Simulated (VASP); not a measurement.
# SnTeO4 (I422) in VASP: further runs

SnTeO4 is run at these levels: PBE; tasks: single point, relaxation of cell and atoms.

Program: VASP 6.6.1. These are calculated values, not measurements. Logs are shortened: lines on timing, memory, paths and dates and some standing lists are left out, and cuts for length are marked.

### Step 1. The cell of the first run

Symmetry: I422, No. 97, tetragonal system. Conventional cell: a = 5.086 Å, b = 5.086 Å, c = 5.738 Å, α = 90.00°, β = 90.00°, γ = 90.00°. Within 3.1 Å of Sn (site symmetry 422) lie 8 O at 2.32 Å and 2 Te at 2.87 Å. Te (site symmetry 422) has 8 O at 2.32 Å and 2 Sn at 2.87 Å within 3.1 Å. O (site symmetry 2) has 2 Sn at 2.32 Å and 2 Te at 2.32 Å and 7 O at 2.59 to 2.95 Å within 3.1 Å.

The cell was generated, and may not be a known phase.

### Step 2. Single point, PBE

INCAR

```
SYSTEM = SnTeO4
PREC     = Accurate       ! precision mode
ENCUT    = 520            ! plane-wave cutoff, eV
EDIFF    = 1E-7           ! SCF threshold, eV
ISMEAR   = 0              ! smearing method
SIGMA    = 0.1            ! smearing width, eV
LREAL    = .False.        ! projectors in reciprocal space
LASPH    = .True.         ! aspherical terms in the spheres
NELM     = 60             ! most SCF steps
ALGO     = Normal         ! electronic algorithm
ISIF     = 2              ! what is computed and relaxed
LWAVE    = .False.        ! write WAVECAR
LCHARG   = .True.         ! write CHGCAR
GGA      = PE             ! functional
LELF     = .True.         ! ELF
LVHAR    = .True.       
NBANDS   = 31             ! bands
```

KPOINTS

```
regular mesh
0
Gamma
  6 6 6
  0 0 0
```

POSCAR

```
SnTeO4
1.0
   -2.5430193008      2.5430193008      2.8687571754
    2.5430193008     -2.5430193008      2.8687571754
    2.5430193008      2.5430193008     -2.8687571754
Sn Te O
1 1 4
Direct
    0.0000000000      0.0000000000      0.0000000000
    0.5000000000      0.5000000000      0.0000000000
    0.9531658838      0.4531658838      0.9063317675
    0.5468341162      0.0468341162      0.0936682324
    0.0468341162      0.9531658838      0.5000000000
    0.4531658838      0.5468341162      0.5000000000
```

Potentials or basis: VASP PAW PBE potentials, release 64 (Sn_d, Te, O).

The run is started by

```bash
$ cat potpaw_PBE.64/Sn_d/POTCAR potpaw_PBE.64/Te/POTCAR potpaw_PBE.64/O/POTCAR > POTCAR
$ mpirun -np 1 vasp_std > vasp.out
```

OUTCAR:

```text
SYSTEM = SnTeO4
   PREC = Accurate
   ENCUT = 520
   EDIFF = 1E-7
   ISMEAR = 0
   LREAL = .False.
   LASPH = .True.
   NELM = 60
   ISIF = 2
   GGA = PE

 ion  position               nearest neighbor table
   1  0.000  0.000  0.000-   3 2.32   4 2.32   5 2.32   5 2.32   6 2.32   6 2.32   4 2.32   3 2.32
                             2 2.87   2 2.87   2 3.60   2 3.60   2 3.60   2 3.60
   2  0.500  0.500  0.000-   3 2.32   4 2.32   6 2.32   6 2.32   5 2.32   5 2.32   4 2.32   3 2.32
                             1 2.87   1 2.87   1 3.60   1 3.60   1 3.60   1 3.60
   3  0.953  0.453  0.906-   2 2.32   1 2.32   1 2.32   2 2.32
   4  0.547  0.047  0.094-   1 2.32   2 2.32   2 2.32   1 2.32
   5  0.047  0.953  0.500-   2 2.32   1 2.32   1 2.32   2 2.32
   6  0.453  0.547  0.500-   1 2.32   2 2.32   2 2.32   1 2.32

  LATTYP: Found a body centered tetragonal cell.
 ALAT       =     5.0860386016
 C/A-ratio  =     1.1280909958

  Lattice vectors:

 A1 = (  -2.5430193008,   2.5430193008,   2.8687571754)
 A2 = (   2.5430193008,  -2.5430193008,   2.8687571754)
 A3 = (   2.5430193008,   2.5430193008,  -2.8687571754)

Analysis of symmetry for initial positions (statically):
=====================================================================
 Subroutine PRICEL returns:
 Original cell was already a primitive cell.

 Routine SETGRP: Setting up the symmetry group for a
 body centered tetragonal supercell.

 Subroutine GETGRP returns: Found  8 space group operations
 (whereof  8 operations were pure point group operations)
 out of a pool of 16 trial point group operations.

The static configuration has the point symmetry D_4 .

Analysis of symmetry for dynamics (positions and initial velocities):
=====================================================================
 Subroutine PRICEL returns:
 Original cell was already a primitive cell.

 Routine SETGRP: Setting up the symmetry group for a
 body centered tetragonal supercell.

 Subroutine GETGRP returns: Found  8 space group operations
 (whereof  8 operations were pure point group operations)
 out of a pool of 16 trial point group operations.

The dynamic configuration has the point symmetry D_4 .

 Subroutine INISYM returns: Found  8 space group operations
 (whereof  8 operations are pure point group operations),
 and found     1 'primitive' translations

----------------------------------------------------------------------------------------

                                     Primitive cell

  volume of cell :      74.2084

  direct lattice vectors                    reciprocal lattice vectors
    -2.543019301  2.543019301  2.868757175     0.000000000  0.196616675  0.174291503
     2.543019301 -2.543019301  2.868757175     0.196616675  0.000000000  0.174291503
     2.543019301  2.543019301 -2.868757175     0.196616675  0.196616675  0.000000000

  length of vectors
     4.600398033  4.600398033  4.600398033     0.262746351  0.262746351  0.278057969

  position of ions in fractional coordinates (direct lattice)
     0.000000000  0.000000000  0.000000000
     0.500000000  0.500000000  0.000000000
     0.953165884  0.453165884  0.906331767
     0.546834116  0.046834116  0.093668232
     0.046834116  0.953165884  0.500000000
     0.453165884  0.546834116  0.500000000

  ion indices of the primitive-cell ions
   primitive index   ion index
                 1           1
                 2           2
                 3           3
                 4           4
                 5           5
                 6           6

----------------------------------------------------------------------------------------

 KPOINTS: regular mesh

Automatic generation of k-mesh.
 Grid dimensions read from file:
 generate k-points for:    6    6    6

 Generating k-lattice:

  Cartesian coordinates                     Fractional coordinates (reciprocal lattice)
     0.000000000  0.032769446  0.029048584     0.166666667  0.000000000  0.000000000
     0.032769446  0.000000000  0.029048584     0.000000000  0.166666667  0.000000000
     0.032769446  0.032769446  0.000000000     0.000000000  0.000000000  0.166666667

  Length of vectors
     0.043791059  0.043791059  0.046342995

  Shift w.r.t. Gamma in fractional coordinates (k-lattice)
     0.000000000  0.000000000  0.000000000

 Subroutine IBZKPT returns following result:
 ===========================================

 Found     30 irreducible k-points:

 Following reciprocal coordinates:
            Coordinates               Weight
  0.000000  0.000000  0.000000      1.000000
  0.166667  0.000000  0.000000      8.000000
  0.333333  0.000000  0.000000      8.000000
  0.500000  0.000000  0.000000      4.000000
  0.166667  0.166667 -0.000000      8.000000
  0.333333  0.166667 -0.000000     16.000000
[... 16 lines left out ...]
 -0.333333 -0.333333  0.166667      8.000000
 -0.166667 -0.333333  0.166667      8.000000
 [... further k-points ...]
   k-points           NKPTS =     30   k-points in BZ     NKDIM =     30   number of bands    NBANDS=     31
   number of dos      NEDOS =    301   number of ions     NIONS =      6
   total plane-waves  NPLWV =  46656
   dimension x,y,z NGX =    36 NGY =   36 NGZ =   36
   dimension x,y,z NGXF=    72 NGYF=   72 NGZF=   72
   ions per type =               1   1   4
   NGX,Y,Z   is equivalent  to a cutoff of  13.01, 13.01, 13.01 a.u.
   NGXF,Y,Z  is equivalent  to a cutoff of  26.02, 26.02, 26.02 a.u.
 SYSTEM =  SnTeO4
   PREC   = accura    normal or accurate (medium, high low for compatibility)
   ISTART =      0    job   : 0-new  1-cont  2-samecut
   ICHARG =      2    charge: 1-file 2-atom 10-const
   ISPIN  =      1    spin polarized calculation?
   LNONCOLLINEAR =      F non collinear calculations
   LSORBIT =      F    spin-orbit coupling
   LASPH  =      T    aspherical Exc in radial PAW
   ENCUT  =  520.0 eV  38.22 Ry    6.18 a.u.   8.55  8.55  8.55*2*pi/ulx,y,z
   NELM   =     60;   NELMIN=  2; NELMDL= -5     # of ELM steps
   EDIFF  = 0.1E-06   stopping-criterion for ELM
   LREAL  =      F    real-space projection
   EDIFFG = 0.1E-05   stopping-criterion for IOM
   NSW    =      0    number of steps for IOM
   IBRION =     -1    ionic relax: 0-MD 1-quasi-New 2-CG
   NFREE  =      0    steps in history (QN), initial steepest desc. (CG)
   ISIF   =      2    stress and relaxation
   ISYM   =      2    0-nonsym 1-usesym 2-fastsym
   POTIM  = 0.5000    time-step for ionic-motion
   TEBEG  =    0.0;   TEEND  =   0.0 temperature during run
   PSTRESS=    0.0 pullay stress
   NELECT =      44.0000    total number of electrons
   NUPDOWN=      -1.0000    fix difference up-down
   EMIN   =  10.00;   EMAX   =-10.00  energy-range for DOS
   EFERMI =   0.00;   METHOD = LEGACY
   ISMEAR =     0;   SIGMA  =   0.10  broadening in eV -4-tet -1-fermi 0-gaus
   EFERMI_NEDOS =   21; number of points for ismear=-14 and -15
   IALGO  =     38    algorithm
   IMIX   =      4    mixing-type and parameters
     AMIX     =   0.40;   BMIX     =  1.00
     AMIX_MAG =   1.60;   BMIX_MAG =  1.00
  volume/ion in A,a.u.               =      12.37        83.46
  Fermi-wavevector in a.u.,A,eV,Ry     =   1.375334  2.599003 25.735995  1.891542
  Thomas-Fermi vector in A             =   2.500679
   LORBIT       =      0    0 simple, 1 ext, 2 COOP (PROOUT), +10 PAW based schemes
   GGA     = PE    functional components
   LHFCALC =     F    Hartree Fock is set to
   AEXX    =    0.0000 exact exchange contribution
   IVDW    =     0    specifies the selected vdW correction
   LEPSILON=     F    determine dielectric tensor
   LRPA    =     F    only Hartree local field effects (RPA)
 non-spin polarized calculation
 Gauss-broadening in eV      SIGMA  =   0.10
  energy-cutoff  :      520.00
  volume of cell :       74.21
 maximum number of plane-waves:      2019
 NGX is ok and might be reduce to    36
   NGX = 17   NGY = 17   NGZ = 17

 number of electron      44.0000005 magnetization

 Free energy of the ion-electron system (eV)
  ---------------------------------------------------
  ext. energy  EPLUGINS =         0.00000000
  ---------------------------------------------------
  free energy    TOTEN  =       -29.73964979 eV

  energy without entropy =      -29.73852391  energy(sigma->0) =      -29.73908685

 E-fermi :   7.2036     XC(G=0): -11.2658

 val. band max:        7.1202403100   @ k =   0.0000   0.0000   0.0000
 cond. band min:       7.3293476078   @ k =   0.1667   0.0000   0.0000
 fundamental gap:      0.2091072978
 Fermi energy:         7.2036445055

 k-point     1 :       0.0000    0.0000    0.0000
  band No.  band energies     occupation
      1     -14.5663      2.00000
      2     -14.5663      2.00000
      3     -14.5215      2.00000
      4     -14.4677      2.00000
      5     -14.3391      2.00000
      6     -12.5259      2.00000
[... 23 lines left out ...]
     30      16.2833      0.00000
     31      18.5249      0.00000

 k-point     2 :       0.1667    0.0000    0.0000
  band No.  band energies     occupation
      1     -14.5625      2.00000
      2     -14.5473      2.00000
      3     -14.5161      2.00000
      4     -14.4557      2.00000
      5     -14.3403      2.00000
      6     -12.3671      2.00000
[... 23 lines left out ...]
     30      16.5600      0.00000
     31      17.9971      0.00000

 k-point     3 :       0.3333    0.0000    0.0000
  band No.  band energies     occupation
      1     -14.5465      2.00000
      2     -14.5366      2.00000
      3     -14.5007      2.00000
      4     -14.4175      2.00000
      5     -14.3435      2.00000
      6     -11.9062      2.00000
[... 23 lines left out ...]
     30      16.8994      0.00000
     31      18.7136      0.00000

 k-point     4 :       0.5000    0.0000    0.0000
  band No.  band energies     occupation
      1     -14.5381      2.00000
      2     -14.5380      2.00000
      3     -14.4917      2.00000
      4     -14.3923      2.00000
      5     -14.3465      2.00000
      6     -11.3660      2.00000
[... 23 lines left out ...]
     30      18.2626      0.00000
     31      18.5784      0.00000

 k-point     5 :       0.1667    0.1667   -0.0000
  band No.  band energies     occupation
      1     -14.5516      2.00000
      2     -14.5303      2.00000
      3     -14.5071      2.00000
      4     -14.4312      2.00000
      5     -14.3426      2.00000
      6     -12.0835      2.00000
[... 23 lines left out ...]
     30      16.5245      0.00000
     31      17.9789      0.00000
[... 542 lines left out ...]
     30      18.0588      0.00000
     31      19.1397      0.00000

 k-point    22 :      -0.1667    0.5000    0.1667
  band No.  band energies     occupation
      1     -14.5264      2.00000
      2     -14.5096      2.00000
      3     -14.4865      2.00000
      4     -14.3915      2.00000
      5     -14.3485      2.00000
      6     -11.3201      2.00000
[... 23 lines left out ...]
     30      17.5956      0.00000
     31      19.0828      0.00000

 k-point    23 :      -0.3333   -0.3333    0.1667
  band No.  band energies     occupation
      1     -14.5232      2.00000
      2     -14.4999      2.00000
      3     -14.4686      2.00000
      4     -14.3976      2.00000
      5     -14.3491      2.00000
      6     -11.4550      2.00000
[... 23 lines left out ...]
     30      16.9627      0.00000
     31      18.8321      0.00000

 k-point    24 :      -0.1667   -0.3333    0.1667
  band No.  band energies     occupation
      1     -14.5345      2.00000
      2     -14.5111      2.00000
      3     -14.4925      2.00000
      4     -14.4145      2.00000
      5     -14.3454      2.00000
      6     -11.8854      2.00000
[... 23 lines left out ...]
     30      16.2195      0.00000
     31      17.9113      0.00000

 [... further k-points ...]
[... 5 lines left out ...]
  --------------------------------------------------------------------------------------
  -------------------------------------------------------------------------------------
  Total       -0.3177975     -0.3177975     -0.2332409      0.0000000      0.0000000      0.0000000
  in kB       -6.8613257     -6.8613257     -5.0357264      0.0000000      0.0000000      0.0000000
  external PRESSURE =      -6.2527926 kB  Pullay stress =       0.0000000 kB

 VOLUME and BASIS-vectors are now :
 -----------------------------------------------------------------------------
  energy-cutoff  :      520.00
  volume of cell :       74.21
      direct lattice vectors                 reciprocal lattice vectors
    -2.543019301  2.543019301  2.868757175     0.000000000  0.196616675  0.174291503
     2.543019301 -2.543019301  2.868757175     0.196616675  0.000000000  0.174291503
     2.543019301  2.543019301 -2.868757175     0.196616675  0.196616675  0.000000000

 POSITION                                       TOTAL-FORCE (eV/Angst)
 -----------------------------------------------------------------------------------
      0.00000      0.00000      0.00000         0.000000      0.000000      0.000000
      0.00000      0.00000      2.86876         0.000000      0.000000      0.000000
      1.03331      3.57633      1.43438         0.017278      0.017278     -0.000000
     -1.03331      1.50971      1.43438        -0.017278     -0.017278      0.000000
      3.57633     -1.03331      1.43438         0.017278     -0.017278      0.000000
      1.50971      1.03331      1.43438        -0.017278      0.017278      0.000000
 -----------------------------------------------------------------------------------
    total drift:                                0.000000      0.000000     -0.000000

  FREE ENERGIE OF THE ION-ELECTRON SYSTEM (eV)
  ---------------------------------------------------
  free  energy   TOTEN  =       -29.7396497926 eV

  energy  without entropy=      -29.7385239136  energy(sigma->0) =      -29.73908685
```

Wall time 36 s (1 thread of Intel Xeon 6975P-C (Granite Rapids), shared host); peak memory 0.24 GiB.

What came out:

```yaml
Free_energy: -29.7396 eV
Pressure: -0.6 GPa
Largest_force: 0.024 eV/Å
Band_gap_on_the_k_mesh: zero (bands 22 and 23 overlap by 0.88 eV)
```

Forces in eV/Å, atoms in the order of the input:
```
Sn   0.000  0.000  0.000
Te   0.000  0.000  0.000
O    0.017  0.017  0.000
O   -0.017 -0.017  0.000
O    0.017 -0.017  0.000
O   -0.017  0.017  0.000
```

Stress tensor (GPa, compression positive):
```
-0.69  0.00  0.00
 0.00 -0.69  0.00
 0.00  0.00 -0.50
```

Levels at points of the mesh, in eV from the Fermi level:
```
           k point  band 19  band 20  band 21  band 22  band 23  band 24  band 25  band 26
(0.00, 0.00, 0.00)    -1.98    -1.39    -0.62    -0.62    -0.08     5.49     5.62     5.62
(0.50, 0.00, 0.00)    -2.34    -0.94    -0.54    -0.40     1.68     1.70     3.85     5.33
(0.50, 0.50, 0.00)    -1.95    -1.42    -1.22    -0.68     1.56     1.89     3.33     5.42
(0.50, 0.50, 0.50)    -1.34    -0.49    -0.49     0.79     0.80     1.27     1.27     4.02
```

Caveat: spin-orbit coupling is left out, which moves the levels of the heavy elements.

[end of part 1 of 2]

The gap in the log of VASP goes by the Fermi energy; the results here count the filled bands.